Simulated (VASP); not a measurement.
# Ni3Bi (Pm-3m) in VASP: single point with PBE

Aim: the single point of Ni3Bi with PBE.

Program: VASP 6.6.1. These are calculated values, not measurements. Logs are shortened: lines on timing, memory, paths and dates and some standing lists are left out, and cuts for length are marked.

## Step 1: The cell of the first run

The structure is cubic, space group Pm-3m (No. 221). Conventional cell: a = 3.838 Å, b = 3.838 Å, c = 3.838 Å, α = 90.00°, β = 90.00°, γ = 90.00°. Ni (site symmetry 4/mmm) has 8 Ni at 2.71 Å and 4 Bi at 2.71 Å within 3.6 Å. Within 3.6 Å of Bi (site symmetry m-3m) lie 12 Ni at 2.71 Å.

## Step 2: Single point, PBE, collinear spin, ferromagnetic start

INCAR

```
SYSTEM = Ni3Bi
PREC = Accurate
ENCUT = 520
EDIFF = 1E-6
ISMEAR = -1
SIGMA = 0.1
LREAL = .FALSE.
LASPH = .TRUE.
NELM = 150
ALGO = Normal
ISIF = 2
LWAVE = .FALSE.
LCHARG = .FALSE.
ISPIN = 2
MAGMOM = 1.5 1.5 1.5 0
LORBIT = 11
LMAXMIX = 4
GGA = PE
NBANDS = 34
```

KPOINTS

```
Automatic mesh
0
G
  6 6 6
  0 0 0
```

POSCAR

```
Ni3Bi
1.0
    3.8383595928      0.0000000000      0.0000000000
    0.0000000000      3.8383595928      0.0000000000
    0.0000000000      0.0000000000      3.8383595928
Ni Bi
3 1
Direct
    0.0000000000      0.5000000000      0.5000000000
    0.5000000000      0.0000000000      0.5000000000
    0.5000000000      0.5000000000      0.0000000000
    0.0000000000      0.0000000000      0.0000000000
```

Potentials or basis: VASP PAW PBE potentials, release 64 (Ni, Bi_d).

Run with:

```sh
$ cat potpaw_PBE.64/Ni/POTCAR potpaw_PBE.64/Bi_d/POTCAR > POTCAR
$ mpirun -np 1 vasp_std > vasp.out
```

OUTCAR:

```text
SYSTEM = Ni3Bi
   PREC = Accurate
   ENCUT = 520
   EDIFF = 1E-6
   ISMEAR = -1
   LREAL = .FALSE.
   LASPH = .TRUE.
   NELM = 150
   ISIF = 2
   ISPIN = 2
   LORBIT = 11
   GGA = PE

 ion  position               nearest neighbor table
   1  0.000  0.500  0.500-   2 2.71   3 2.71   4 2.71   3 2.71   4 2.71   2 2.71   4 2.71   4 2.71
                             2 2.71   3 2.71   3 2.71   2 2.71
   2  0.500  0.000  0.500-   1 2.71   3 2.71   4 2.71   3 2.71   4 2.71   1 2.71   3 2.71   3 2.71
                             1 2.71   4 2.71   4 2.71   1 2.71
   3  0.500  0.500  0.000-   1 2.71   2 2.71   4 2.71   1 2.71   2 2.71   2 2.71   4 2.71   2 2.71
                             1 2.71   4 2.71   1 2.71   4 2.71
   4  0.000  0.000  0.000-   1 2.71   2 2.71   3 2.71   1 2.71   2 2.71   1 2.71   3 2.71   1 2.71
                             2 2.71   3 2.71   2 2.71   3 2.71

  LATTYP: Found a simple cubic cell.
 ALAT       =     3.8383595928

  Lattice vectors:

 A1 = (   3.8383595928,   0.0000000000,   0.0000000000)
 A2 = (   0.0000000000,   3.8383595928,   0.0000000000)
 A3 = (   0.0000000000,   0.0000000000,   3.8383595928)

Analysis of symmetry for initial positions (statically):
=====================================================================
 Subroutine PRICEL returns:
 Original cell was already a primitive cell.

 Routine SETGRP: Setting up the symmetry group for a
 simple cubic supercell.

 Subroutine GETGRP returns: Found 48 space group operations
 (whereof 48 operations were pure point group operations)
 out of a pool of 48 trial point group operations.

The static configuration has the point symmetry O_h .

Analysis of symmetry for dynamics (positions and initial velocities):
=====================================================================
 Subroutine PRICEL returns:
 Original cell was already a primitive cell.

 Routine SETGRP: Setting up the symmetry group for a
 simple cubic supercell.

 Subroutine GETGRP returns: Found 48 space group operations
 (whereof 48 operations were pure point group operations)
 out of a pool of 48 trial point group operations.

The dynamic configuration has the point symmetry O_h .

Analysis of structural, dynamic, and magnetic symmetry:
=====================================================================
 Subroutine PRICEL returns:
 Original cell was already a primitive cell.

 Routine SETGRP: Setting up the symmetry group for a
 simple cubic supercell.

 Subroutine GETGRP returns: Found 48 space group operations
 (whereof 48 operations were pure point group operations)
 out of a pool of 48 trial point group operations.

The overall configuration has the point symmetry O_h .

 Subroutine INISYM returns: Found 48 space group operations
 (whereof 48 operations are pure point group operations),
 and found     1 'primitive' translations

----------------------------------------------------------------------------------------

                                     Primitive cell

  volume of cell :      56.5506

  direct lattice vectors                    reciprocal lattice vectors
     3.838359593  0.000000000  0.000000000     0.260527961  0.000000000  0.000000000
     0.000000000  3.838359593  0.000000000     0.000000000  0.260527961  0.000000000
     0.000000000  0.000000000  3.838359593     0.000000000  0.000000000  0.260527961

  length of vectors
     3.838359593  3.838359593  3.838359593     0.260527961  0.260527961  0.260527961

  position of ions in fractional coordinates (direct lattice)
     0.000000000  0.500000000  0.500000000
     0.500000000  0.000000000  0.500000000
     0.500000000  0.500000000  0.000000000
     0.000000000  0.000000000  0.000000000

  ion indices of the primitive-cell ions
   primitive index   ion index
                 1           1
                 2           2
                 3           3
                 4           4

----------------------------------------------------------------------------------------

 KPOINTS: Automatic mesh

Automatic generation of k-mesh.
 Grid dimensions read from file:
 generate k-points for:    6    6    6

 Generating k-lattice:

  Cartesian coordinates                     Fractional coordinates (reciprocal lattice)
     0.043421327  0.000000000  0.000000000     0.166666667  0.000000000  0.000000000
     0.000000000  0.043421327  0.000000000     0.000000000  0.166666667  0.000000000
     0.000000000  0.000000000  0.043421327     0.000000000  0.000000000  0.166666667

  Length of vectors
     0.043421327  0.043421327  0.043421327

  Shift w.r.t. Gamma in fractional coordinates (k-lattice)
     0.000000000  0.000000000  0.000000000

 Subroutine IBZKPT returns following result:
 ===========================================

 Found     20 irreducible k-points:

 Following reciprocal coordinates:
            Coordinates               Weight
  0.000000  0.000000  0.000000      1.000000
  0.166667  0.000000  0.000000      6.000000
  0.333333  0.000000  0.000000      6.000000
  0.500000  0.000000  0.000000      3.000000
  0.166667  0.166667  0.000000     12.000000
  0.333333  0.166667  0.000000     24.000000
[... 12 lines left out ...]
  0.500000  0.500000  0.333333      6.000000
  0.500000  0.500000  0.500000      1.000000
   k-points           NKPTS =     20   k-points in BZ     NKDIM =     20   number of bands    NBANDS=     34
   number of dos      NEDOS =    301   number of ions     NIONS =      4
   total plane-waves  NPLWV =  27000
   dimension x,y,z NGX =    30 NGY =   30 NGZ =   30
   dimension x,y,z NGXF=    60 NGYF=   60 NGZF=   60
   ions per type =               3   1
   NGX,Y,Z   is equivalent  to a cutoff of  12.99, 12.99, 12.99 a.u.
   NGXF,Y,Z  is equivalent  to a cutoff of  25.99, 25.99, 25.99 a.u.
 SYSTEM =  Ni3Bi
   PREC   = accura    normal or accurate (medium, high low for compatibility)
   ISTART =      0    job   : 0-new  1-cont  2-samecut
   ICHARG =      2    charge: 1-file 2-atom 10-const
   ISPIN  =      2    spin polarized calculation?
   LNONCOLLINEAR =      F non collinear calculations
   LSORBIT =      F    spin-orbit coupling
   LASPH  =      T    aspherical Exc in radial PAW
   ENCUT  =  520.0 eV  38.22 Ry    6.18 a.u.   7.14  7.14  7.14*2*pi/ulx,y,z
   NELM   =    150;   NELMIN=  2; NELMDL= -5     # of ELM steps
   EDIFF  = 0.1E-05   stopping-criterion for ELM
   LREAL  =      F    real-space projection
   EDIFFG = 0.1E-04   stopping-criterion for IOM
   NSW    =      0    number of steps for IOM
   IBRION =     -1    ionic relax: 0-MD 1-quasi-New 2-CG
   NFREE  =      0    steps in history (QN), initial steepest desc. (CG)
   ISIF   =      2    stress and relaxation
   ISYM   =      2    0-nonsym 1-usesym 2-fastsym
   POTIM  = 0.5000    time-step for ionic-motion
   TEBEG  =    0.0;   TEEND  =   0.0 temperature during run
   PSTRESS=    0.0 pullay stress
   NELECT =      45.0000    total number of electrons
   NUPDOWN=      -1.0000    fix difference up-down
   EMIN   =  10.00;   EMAX   =-10.00  energy-range for DOS
   EFERMI =   0.00;   METHOD = LEGACY
   ISMEAR =    -1;   SIGMA  =   0.10  broadening in eV -4-tet -1-fermi 0-gaus
   EFERMI_NEDOS =   21; number of points for ismear=-14 and -15
   IALGO  =     38    algorithm
   IMIX   =      4    mixing-type and parameters
     AMIX     =   0.40;   BMIX     =  1.00
     AMIX_MAG =   1.60;   BMIX_MAG =  1.00
  volume/ion in A,a.u.               =      14.14        95.41
  Fermi-wavevector in a.u.,A,eV,Ry     =   1.517050  2.866810 31.313018  2.301442
  Thomas-Fermi vector in A             =   2.626358
   LORBIT       =     11    0 simple, 1 ext, 2 COOP (PROOUT), +10 PAW based schemes
   GGA     = PE    functional components
   LHFCALC =     F    Hartree Fock is set to
   AEXX    =    0.0000 exact exchange contribution
   IVDW    =     0    specifies the selected vdW correction
   LEPSILON=     F    determine dielectric tensor
   LRPA    =     F    only Hartree local field effects (RPA)
 spin polarized calculation
  energy-cutoff  :      520.00
  volume of cell :       56.55
 maximum number of plane-waves:      1568
 NGX is ok and might be reduce to    30
   NGX = 15   NGY = 15   NGZ = 15

 number of electron      45.0000042 magnetization       0.0324220

 number of electron      45.0000042 magnetization      -0.0005010

 Free energy of the ion-electron system (eV)
  ---------------------------------------------------
  ext. energy  EPLUGINS =         0.00000000
  ---------------------------------------------------
  free energy    TOTEN  =       -19.76305334 eV

  energy without entropy =      -19.63711879  energy(sigma->0) =      -19.70008607

 E-fermi :  10.2763     XC(G=0): -12.5721

 val. band max:       10.2701935310   @ k =   0.3333   0.3333   0.1667
 cond. band min:      10.3104517065   @ k =   0.1667   0.0000   0.0000
 fundamental gap:      0.0402581755
 Fermi energy:        10.2762857552

 spin component 1

 k-point     1 :       0.0000    0.0000    0.0000
  band No.  band energies     occupation
      1     -12.9062      1.00000
      2     -12.9062      1.00000
      3     -12.8486      1.00000
      4     -12.8486      1.00000
      5     -12.8486      1.00000
      6      -3.3612      1.00000
[... 26 lines left out ...]
     33      19.7631      0.00000
     34      24.6180      0.00000

 k-point     2 :       0.1667    0.0000    0.0000
  band No.  band energies     occupation
      1     -12.9039      1.00000
      2     -12.8880      1.00000
      3     -12.8506      1.00000
      4     -12.8506      1.00000
      5     -12.8479      1.00000
      6      -3.1363      1.00000
[... 26 lines left out ...]
     33      19.9095      0.00000
     34      24.7963      0.00000
[... 627 lines left out ...]
     33      24.7413      0.00000
     34      25.8998      0.00000

 k-point    20 :       0.5000    0.5000    0.5000
  band No.  band energies     occupation
      1     -12.8882      1.00000
      2     -12.8882      1.00000
      3     -12.8882      1.00000
      4     -12.7951      1.00000
      5     -12.7951      1.00000
      6      -0.8479      1.00000
[... 26 lines left out ...]
     33      26.3516      0.00000
     34      26.3522      0.00000
 Fermi energy:        10.2762857552

 spin component 2

 k-point     1 :       0.0000    0.0000    0.0000
  band No.  band energies     occupation
      1     -12.9062      1.00000
      2     -12.9062      1.00000
      3     -12.8486      1.00000
      4     -12.8486      1.00000
      5     -12.8486      1.00000
      6      -3.3612      1.00000
[... 26 lines left out ...]
     33      19.7631      0.00000
     34      24.6185      0.00000

 k-point     2 :       0.1667    0.0000    0.0000
  band No.  band energies     occupation
      1     -12.9039      1.00000
      2     -12.8880      1.00000
      3     -12.8506      1.00000
      4     -12.8506      1.00000
      5     -12.8479      1.00000
      6      -3.1363      1.00000
[... 26 lines left out ...]
     33      19.9096      0.00000
     34      24.7963      0.00000
[... 627 lines left out ...]
     33      24.7413      0.00000
     34      25.8998      0.00000

 k-point    20 :       0.5000    0.5000    0.5000
  band No.  band energies     occupation
      1     -12.8882      1.00000
      2     -12.8882      1.00000
      3     -12.8882      1.00000
      4     -12.7951      1.00000
      5     -12.7951      1.00000
      6      -0.8479      1.00000
[... 26 lines left out ...]
     33      26.3514      0.00000
     34      26.3540      0.00000

------------------------ aborting loop because EDIFF is reached ----------------------------------------

  FORCE on cell =-STRESS in cart. coord.  units (eV):
  Direction    XX          YY          ZZ          XY          YZ          ZX
  --------------------------------------------------------------------------------------
  -------------------------------------------------------------------------------------
  Total        0.0461683      0.0461683      0.0461683      0.0000000     -0.0000000     -0.0000000
  in kB        1.3080289      1.3080289      1.3080289      0.0000000     -0.0000000     -0.0000000
  external PRESSURE =       1.3080289 kB  Pullay stress =       0.0000000 kB

 VOLUME and BASIS-vectors are now :
 -----------------------------------------------------------------------------
  energy-cutoff  :      520.00
  volume of cell :       56.55
      direct lattice vectors                 reciprocal lattice vectors
     3.838359593  0.000000000  0.000000000     0.260527961  0.000000000  0.000000000
     0.000000000  3.838359593  0.000000000     0.000000000  0.260527961  0.000000000
     0.000000000  0.000000000  3.838359593     0.000000000  0.000000000  0.260527961

 POSITION                                       TOTAL-FORCE (eV/Angst)
 -----------------------------------------------------------------------------------
      0.00000      1.91918      1.91918         0.000000      0.000000      0.000000
      1.91918      0.00000      1.91918         0.000000      0.000000      0.000000
      1.91918      1.91918      0.00000         0.000000      0.000000      0.000000
      0.00000      0.00000      0.00000         0.000000      0.000000      0.000000
 -----------------------------------------------------------------------------------
    total drift:                                0.000000      0.000000     -0.000000

  FREE ENERGIE OF THE ION-ELECTRON SYSTEM (eV)
  ---------------------------------------------------
  free  energy   TOTEN  =       -19.7630533444 eV

  energy  without entropy=      -19.6371187912  energy(sigma->0) =      -19.70008607

 total charge

# of ion       s       p       d       tot
------------------------------------------
    1        0.398   0.384   8.437   9.219
    2        0.398   0.384   8.437   9.219
    3        0.398   0.384   8.437   9.219
    4        1.416   1.523  10.028  12.967
--------------------------------------------------
tot          2.611   2.675  35.339  40.625

 magnetization (x)

# of ion       s       p       d       tot
------------------------------------------
    1        0.000   0.000  -0.000  -0.000
    2        0.000   0.000  -0.000  -0.000
    3        0.000   0.000  -0.000  -0.000
    4       -0.000  -0.000   0.000  -0.000
--------------------------------------------------
tot         -0.000  -0.000  -0.000  -0.000
```

Wall time 67 s (1 thread of Intel Xeon Platinum 8259CL at 2.50GHz (Skylake/Cascade Lake), shared host); peak memory 0.22 GiB.

What came out:

| Item | Value |
| --- | --- |
| Free energy | -19.7631 eV |
| Pressure | 0.1 GPa |
| Net moment | 0.00 μB per cell |
| Valence electrons inside the program's atomic spheres | Ni 9.22; Bi 12.97 |

Levels at points of the mesh, in eV from the Fermi level:
Spin up:
| k point | band 20 | band 21 | band 22 | band 23 | band 24 | band 25 |
| --- | --- | --- | --- | --- | --- | --- |
| (0.00, 0.00, 0.00) | -0.73 | -0.57 | -0.28 | -0.28 | -0.28 | 1.24 |
| (0.50, 0.00, 0.00) | -1.16 | -0.72 | -0.28 | 2.11 | 2.28 | 2.28 |
| (0.50, 0.50, 0.00) | -1.23 | -1.13 | -0.96 | 0.08 | 0.08 | 4.24 |
| (0.50, 0.50, 0.50) | -1.21 | -0.71 | -0.54 | -0.46 | -0.46 | -0.46 |
Spin down:
```csv
k point,band 19,band 20,band 21,band 22,band 23,band 24,band 25,band 26
"(0.00, 0.00, 0.00)",-0.73,-0.73,-0.57,-0.28,-0.28,-0.28,1.24,5.15
"(0.50, 0.00, 0.00)",-1.26,-1.16,-0.72,-0.28,2.11,2.28,2.28,4.60
"(0.50, 0.50, 0.00)",-1.26,-1.23,-1.13,-0.96,0.08,0.08,4.24,4.55
"(0.50, 0.50, 0.50)",-1.21,-1.21,-0.71,-0.55,-0.46,-0.46,-0.46,2.75
```

Caveat: the starting moments collapsed, and a magnetic state may lie lower; spin-orbit coupling is left out, which moves the levels of the heavy elements.
